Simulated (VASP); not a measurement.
# CaSe in VASP: a series of runs

The runs below take CaSe through single point, with PBE, r2SCAN.

Program: VASP 6.6.1. These are calculated values, not measurements. Logs are shortened: lines on timing, memory, paths and dates and some standing lists are left out, and cuts for length are marked.

**1. The cell of the first run**

Symmetry: P6_3/mmc, No. 194, hexagonal system. The conventional cell has a = 4.279 Å, b = 4.279 Å, c = 7.078 Å, α = 90.00°, β = 90.00°, γ = 120.00°. Within 4.0 Å of Ca (site symmetry -3m) lie 6 Se at 3.04 Å and 2 Ca at 3.54 Å. Within 4.0 Å of Se (site symmetry -6m2) lie 6 Ca at 3.04 Å.

**2. Single point, PBE (epitaxial xy strain +3.6%)**

The input, INCAR:

```
PREC = Accurate
ENCUT = 520
EDIFF = 1E-6
ISMEAR = -1
SIGMA = 0.02
LREAL = False
LASPH = True
NELM = 100
ALGO = Normal
ISIF = 2
LWAVE = False
LCHARG = True
GGA = PE
LELF = True
LVHAR = True
NBANDS = 24
```

The input, KPOINTS:

```
regular mesh
0
Gamma
  12 12 4
```

The input, POSCAR:

```
CaSe
1.0
    4.2791832318      0.0000000000      0.0000000000
   -2.1395916159      3.7058813862      0.0000000000
    0.0000000000      0.0000000000      7.0776715278
Ca Se
2 2
Direct
    0.0000000000      0.0000000000      0.0000000000
    0.0000000000      0.0000000000      0.5000000000
    0.3333333333      0.6666666667      0.2500000000
    0.6666666667      0.3333333333      0.7500000000
```

Potentials or basis: VASP PAW PBE potentials, release 64 (Ca_sv, Se).

Started as:

```console
$ cat potpaw_PBE.64/Ca_sv/POTCAR potpaw_PBE.64/Se/POTCAR > POTCAR
$ mpirun -np 1 vasp_std > vasp.out
```

OUTCAR:

```text
PREC = Accurate
   ENCUT = 520
   EDIFF = 1E-6
   ISMEAR = -1
   LREAL = False
   LASPH = True
   NELM = 100
   ISIF = 2
   GGA = PE

 ion  position               nearest neighbor table
   1  0.000  0.000  0.000-
   2  0.000  0.000  0.500-
   3  0.333  0.667  0.250-
   4  0.667  0.333  0.750-

  LATTYP: Found a hexagonal cell.
 ALAT       =     4.2791832318
 C/A-ratio  =     1.6539772065

  Lattice vectors:

 A1 = (   4.2791832318,   0.0000000000,   0.0000000000)
 A2 = (  -2.1395916159,   3.7058813862,   0.0000000000)
 A3 = (   0.0000000000,   0.0000000000,   7.0776715278)

Analysis of symmetry for initial positions (statically):
=====================================================================
 Subroutine PRICEL returns:
 Original cell was already a primitive cell.

 Routine SETGRP: Setting up the symmetry group for a
 hexagonal supercell.

 Subroutine GETGRP returns: Found 24 space group operations
 (whereof 12 operations were pure point group operations)
 out of a pool of 24 trial point group operations.

The static configuration has the point symmetry D_3d.
 The point group associated with its full space group is D_6h.

Analysis of symmetry for dynamics (positions and initial velocities):
=====================================================================
 Subroutine PRICEL returns:
 Original cell was already a primitive cell.

 Routine SETGRP: Setting up the symmetry group for a
 hexagonal supercell.

 Subroutine GETGRP returns: Found 24 space group operations
 (whereof 12 operations were pure point group operations)
 out of a pool of 24 trial point group operations.

The dynamic configuration has the point symmetry D_3d.
 The point group associated with its full space group is D_6h.

 Subroutine INISYM returns: Found 24 space group operations
 (whereof 12 operations are pure point group operations),
 and found     1 'primitive' translations

----------------------------------------------------------------------------------------

                                     Primitive cell

  volume of cell :     112.2387

  direct lattice vectors                    reciprocal lattice vectors
     4.279183232  0.000000000  0.000000000     0.233689456  0.134920670  0.000000000
[... 79 lines left out ...]
   NGXF,Y,Z  is equivalent  to a cutoff of  24.86, 24.86, 25.37 a.u.
 SYSTEM =  unknown system
   PREC   = accura    normal or accurate (medium, high low for compatibility)
   ISTART =      0    job   : 0-new  1-cont  2-samecut
   ICHARG =      2    charge: 1-file 2-atom 10-const
   ISPIN  =      1    spin polarized calculation?
   LNONCOLLINEAR =      F non collinear calculations
   LSORBIT =      F    spin-orbit coupling
   LASPH  =      T    aspherical Exc in radial PAW
   ENCUT  =  520.0 eV  38.22 Ry    6.18 a.u.   7.96  7.96 13.16*2*pi/ulx,y,z
   NELM   =    100;   NELMIN=  2; NELMDL= -5     # of ELM steps
   EDIFF  = 0.1E-05   stopping-criterion for ELM
   LREAL  =      F    real-space projection
   EDIFFG = 0.1E-04   stopping-criterion for IOM
   NSW    =      0    number of steps for IOM
   IBRION =     -1    ionic relax: 0-MD 1-quasi-New 2-CG
   NFREE  =      0    steps in history (QN), initial steepest desc. (CG)
   ISIF   =      2    stress and relaxation
   ISYM   =      2    0-nonsym 1-usesym 2-fastsym
   POTIM  = 0.5000    time-step for ionic-motion
   TEBEG  =    0.0;   TEEND  =   0.0 temperature during run
   PSTRESS=    0.0 pullay stress
   NELECT =      32.0000    total number of electrons
   NUPDOWN=      -1.0000    fix difference up-down
   EMIN   =  10.00;   EMAX   =-10.00  energy-range for DOS
   EFERMI =   0.00;   METHOD = LEGACY
   ISMEAR =    -1;   SIGMA  =   0.02  broadening in eV -4-tet -1-fermi 0-gaus
   EFERMI_NEDOS =   21; number of points for ismear=-14 and -15
   IALGO  =     38    algorithm
   IMIX   =      4    mixing-type and parameters
     AMIX     =   0.40;   BMIX     =  1.00
     AMIX_MAG =   1.60;   BMIX_MAG =  1.00
  volume/ion in A,a.u.               =      28.06       189.36
  Fermi-wavevector in a.u.,A,eV,Ry     =   1.077483  2.036148 15.795960  1.160970
  Thomas-Fermi vector in A             =   2.213396
   LORBIT       =      0    0 simple, 1 ext, 2 COOP (PROOUT), +10 PAW based schemes
   GGA     = PE    functional components
   LHFCALC =     F    Hartree Fock is set to
   AEXX    =    0.0000 exact exchange contribution
   IVDW    =     0    specifies the selected vdW correction
   LEPSILON=     F    determine dielectric tensor
   LRPA    =     F    only Hartree local field effects (RPA)
 non-spin polarized calculation
  energy-cutoff  :      520.00
  volume of cell :      112.24
 maximum number of plane-waves:      3048
 NGX is ok and might be reduce to    32
   NGX = 15   NGY = 15   NGZ = 27

 number of electron      32.0000002 magnetization

 Free energy of the ion-electron system (eV)
  ---------------------------------------------------
  ext. energy  EPLUGINS =         0.00000000
  ---------------------------------------------------
  free energy    TOTEN  =       -18.63134736 eV

  energy without entropy =      -18.63134736  energy(sigma->0) =      -18.63134736

 E-fermi :   2.2985     XC(G=0):  -8.7939

 val. band max:        1.9096922161   @ k =   0.0000   0.0000   0.0000
 cond. band min:       4.2111004936   @ k =   0.5000   0.0000   0.0000
 fundamental gap:      2.3014082775
 Fermi energy:         2.2985396555

 k-point     1 :       0.0000    0.0000    0.0000
  band No.  band energies     occupation
      1     -38.1377      2.00000
      2     -38.1202      2.00000
      3     -19.2968      2.00000
      4     -19.1189      2.00000
      5     -19.1189      2.00000
      6     -19.0947      2.00000
[... 637 lines left out ...]
     23       7.2760      0.00000
     24       7.4357      0.00000

 [... further k-points ...]
[... 5 lines left out ...]
  --------------------------------------------------------------------------------------
  -------------------------------------------------------------------------------------
  Total       -2.0132236     -2.0132236      0.5133843      0.0000000     -0.0000000      0.0000000
  in kB      -28.7382155    -28.7382155      7.3284203      0.0000000     -0.0000000      0.0000000
  external PRESSURE =     -16.7160036 kB  Pullay stress =       0.0000000 kB

 VOLUME and BASIS-vectors are now :
 -----------------------------------------------------------------------------
  energy-cutoff  :      520.00
  volume of cell :      112.24
      direct lattice vectors                 reciprocal lattice vectors
     4.279183232  0.000000000  0.000000000     0.233689456  0.134920670  0.000000000
    -2.139591616  3.705881386  0.000000000     0.000000000  0.269841340  0.000000000
     0.000000000  0.000000000  7.077671528     0.000000000  0.000000000  0.141289405

 POSITION                                       TOTAL-FORCE (eV/Angst)
 -----------------------------------------------------------------------------------
      0.00000      0.00000      0.00000         0.000000      0.000000     -0.000000
      0.00000      0.00000      3.53884         0.000000      0.000000     -0.000000
     -0.00000      2.47059      1.76942         0.000000     -0.000000     -0.000000
      2.13959      1.23529      5.30825        -0.000000      0.000000      0.000000
 -----------------------------------------------------------------------------------
    total drift:                                0.000000     -0.000000      0.000000

  FREE ENERGIE OF THE ION-ELECTRON SYSTEM (eV)
  ---------------------------------------------------
  free  energy   TOTEN  =       -18.6313473645 eV

  energy  without entropy=      -18.6313473645  energy(sigma->0) =      -18.63134736
```

stdout:

```text
POSCAR found type information on POSCAR CaSe
 POSCAR found :  2 types and       4 ions
 scaLAPACK will be used
 LDA part: xc-table for (Slater+PW92), standard interpolation
 POSCAR, INCAR and KPOINTS ok, starting setup
 FFT: planning ... GRIDC
 FFT: planning ... GRID_SOFT
 FFT: planning ... GRID
 WAVECAR not read
 entering main loop
```

Wall time 3.8 min (1 thread of AMD EPYC 7R13, shared host); peak memory 0.28 GiB.

What came out:

```
Free energy            : -18.6313 eV
Pressure               : -1.7 GPa
Band gap on the k mesh : 2.30 eV (least direct gap 2.58 eV)
```

Caveat: the cell differs from its parent crystal (epitaxial xy strain +3.6%). A k mesh can miss the band edges.

**3. Single point, r2SCAN (epitaxial xy strain +3.6%)**

POSCAR is that of step 2.

The input, INCAR.step1:

```
SYSTEM = CaSe
ALGO     = Normal         ! electronic algorithm
EDIFF    = 1E-4           ! SCF threshold, eV
ENCUT    = 520            ! plane-wave cutoff, eV
GGA      = PE             ! functional
ISMEAR   = 0              ! smearing method
LASPH    = .True.         ! aspherical terms in the spheres
LCHARG   = .False.        ! write CHGCAR
LREAL    = .False.        ! projectors in reciprocal space
LWAVE    = .True.         ! write WAVECAR
NBANDS   = 24             ! bands
NELM     = 60             ! most SCF steps
PREC     = Accurate       ! precision mode
SIGMA    = 0.01           ! smearing width, eV
```

The input, INCAR.step2:

```
SYSTEM = CaSe
ALGO     = Normal         ! electronic algorithm
EDIFF    = 1E-7           ! SCF threshold, eV
ENCUT    = 520            ! plane-wave cutoff, eV
ISIF     = 2              ! what is computed and relaxed
ISMEAR   = 0              ! smearing method
ISTART   = 1            
LASPH    = .True.         ! aspherical terms in the spheres
LCHARG   = .False.        ! write CHGCAR
LMIXTAU  = .True.       
LREAL    = .False.        ! projectors in reciprocal space
LWAVE    = .False.        ! write WAVECAR
METAGGA  = R2SCAN         ! meta-GGA
NBANDS   = 24             ! bands
NELM     = 60             ! most SCF steps
PREC     = Accurate       ! precision mode
SIGMA    = 0.01           ! smearing width, eV
```

The input, KPOINTS:

```
k-points
0
Gamma
  12 12 4
  0 0 0
```

Potentials or basis: VASP PAW PBE potentials, release 64 (Ca_sv, Se).

Started as:

```console
$ cat potpaw_PBE.64/Ca_sv/POTCAR potpaw_PBE.64/Se/POTCAR > POTCAR
$ cp INCAR.step1 INCAR
$ mpirun -np 1 vasp_std > vasp.out
$ cp INCAR.step2 INCAR
$ mpirun -np 1 vasp_std > vasp.out
```

Run time: 21 min. Hardware: 1 thread of AMD EPYC 7R13, shared host; peak memory 0.3 GiB.

Results (log left out):

```
Free energy            : -51.5658 eV
Pressure               : -2.3 GPa
Band gap on the k mesh : 2.79 eV (least direct gap 3.10 eV)
```

Stress tensor (GPa, compression positive):
```
-3.61  0.00  0.00
 0.00 -3.61  0.00
 0.00  0.00  0.22
```

Levels at points of the mesh, in eV from the valence-band top:
```csv
k point,band 12,band 13,band 14,band 15,band 16,band 17,band 18,band 19,band 20,band 21
"(0.00, 0.00, 0.00)",-1.02,-1.02,-0.07,0.00,0.00,3.10,3.72,4.26,4.26,4.53
"(0.50, 0.00, 0.00)",-1.93,-1.47,-1.40,-1.08,-0.85,2.79,4.56,5.55,5.65,5.71
"(0.00, 0.00, 0.50)",-1.83,-0.58,-0.58,-0.58,-0.58,4.07,4.07,4.83,4.83,4.83
"(0.50, 0.00, 0.50)",-2.65,-1.08,-1.08,-0.96,-0.96,3.73,3.73,5.30,5.30,6.01
```

Caveat: the cell differs from its parent crystal (epitaxial xy strain +3.6%); the PAW data sets were made with another functional, which shifts forces and pressure a little.

**4. Single point, PBE (uniaxial x strain -0.6%)**

The input, INCAR:

```
PREC = Accurate ; ENCUT = 520
EDIFF = 1E-7 ; ISMEAR = -1
SIGMA = 0.02 ; LREAL = False
LASPH = True ; NELM = 80
ALGO = Normal ; ISIF = 2
LWAVE = False ; LCHARG = False
GGA = PE ; NBANDS = 24
```

The input, KPOINTS:

```
regular mesh
0
Gamma
  12 12 4
```

The input, POSCAR:

```
CaSe
1.0
    4.1077184214      0.0000000000      0.0000000000
   -2.0538592107      3.5781417265      0.0000000000
    0.0000000000      0.0000000000      7.1625032105
Ca Se
2 2
Direct
    0.0000000000      0.0000000000      0.0000000000
    0.0000000000      0.0000000000      0.5000000000
    0.3326954101      0.6653908202      0.2500000000
    0.6673045899      0.3346091798      0.7500000000
```

Started as:

```console
$ cat potpaw_PBE.64/Ca_sv/POTCAR potpaw_PBE.64/Se/POTCAR > POTCAR
$ mpirun -np 1 vasp_std > vasp.out
```

Wall time 8.7 min (1 thread of AMD EPYC 7R13, shared host); peak memory 0.4 GiB.

It converged, with:

| Item | Value |
| --- | --- |
| Free energy | -18.6879 eV |
| Pressure | 1.1 GPa |
| Band gap on the k mesh | 2.16 eV (least direct gap 2.39 eV) |

Forces on the atoms (eV/Å):
```
Ca   0.000  0.000  0.000
Ca   0.000  0.000  0.000
Se   0.000  0.002  0.000
Se   0.000 -0.002  0.000
```

Stress tensor (GPa, compression positive):
```
1.23 0.00 0.00
0.00 0.93 0.00
0.00 0.00 1.06
```

Levels at points of the mesh, in eV from the valence-band top:
```tsv
k point	band 14	band 15	band 16	band 17	band 18	band 19
(0.00, 0.00, 0.00)	-0.39	-0.03	0.00	2.39	3.16	3.76
(0.50, 0.00, 0.00)	-1.72	-1.27	-0.90	2.16	3.66	5.04
(0.00, 0.50, 0.00)	-1.74	-1.23	-0.86	2.17	3.64	5.06
(0.00, 0.00, 0.50)	-0.65	-0.62	-0.62	3.57	3.57	4.26
(0.50, 0.00, 0.50)	-1.44	-1.08	-1.08	2.99	2.99	4.60
(0.00, 0.50, 0.50)	-1.44	-1.05	-1.05	2.98	2.98	4.63
```

Caveat: the cell differs from its parent crystal (uniaxial x strain -0.6%).

**5. Overview**

```csv
level,cell,smearing,gap on the mesh (eV),pressure (GPa)
PBE,"a = 4.279, b = 4.279, c = 7.078 Å, angles 90.0, 90.0, 120.0°, 4 atoms",fermi-dirac 0.02 eV,2.30,-1.7
r2SCAN,"a = 4.279, b = 4.279, c = 7.078 Å, angles 90.0, 90.0, 120.0°, 4 atoms",gaussian 0.01 eV,2.79,-2.3
PBE,"a = 4.108, b = 4.126, c = 7.163 Å, angles 90.0, 90.0, 119.9°, 4 atoms",fermi-dirac 0.02 eV,2.16,1.1
```

Alike in all rows: task single point; potentials or basis VASP PAW PBE potentials, release 64 (Ca_sv, Se); no spin polarisation; k mesh 12 × 12 × 4; cutoff (eV) 520.

Caveats: the PAW data sets were made with another functional, which shifts forces and pressure a little (at least some runs).

Total energies depend on the potentials used, so only differences within one code and one set of settings carry meaning.
